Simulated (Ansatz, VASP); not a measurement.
# HBr in VASP and in Ansatz

```
H Br
1.0
     0.00000    2.77770    3.03150
     2.73584    0.00000    3.03150
     2.73584    2.77770    0.00000
H Br
1 1
Direct
  0.00000 0.00000 0.00000
  0.50000 0.50000 0.50000
```

Change from the starting cell: strain -0.015 along x and y, +0.000 along z, atoms carried along.

Alike in both runs: task single point; functional r2SCAN; k mesh 14 × 14 × 14; occupations gaussian, width 0.15 eV; no spin polarisation.

|  | VASP | Ansatz |
| --- | --- | --- |
| version | VASP 6.6.1 | Ansatz 0.2.0 |
| potentials or method | VASP PAW PBE potentials, release 64 (H, Br), cutoff 520 eV | scalar-relativistic, plane waves, PAW |
| valence electrons in the cell | 8 | 8 |

VASP gave:

| Quantity | Value |
| --- | --- |
| gap on the k mesh at the Fermi level (eV) | none |
| pressure (GPa) | -8.1 |
| traceless stress, the component that is largest in VASP (GPa) | 4.09 |

Q: Estimate Ansatz's values.

A: gap on the k mesh at the Fermi level (eV): none; pressure (GPa): -8.1; traceless stress, the component that is largest in VASP (GPa): 4.10.

VASP's potentials were made for PBE, not for r2SCAN. A gap of «none» marks a metal or a gap that the smearing closes. The functional is the same, so the differences come from potentials, cutoffs and numerics.
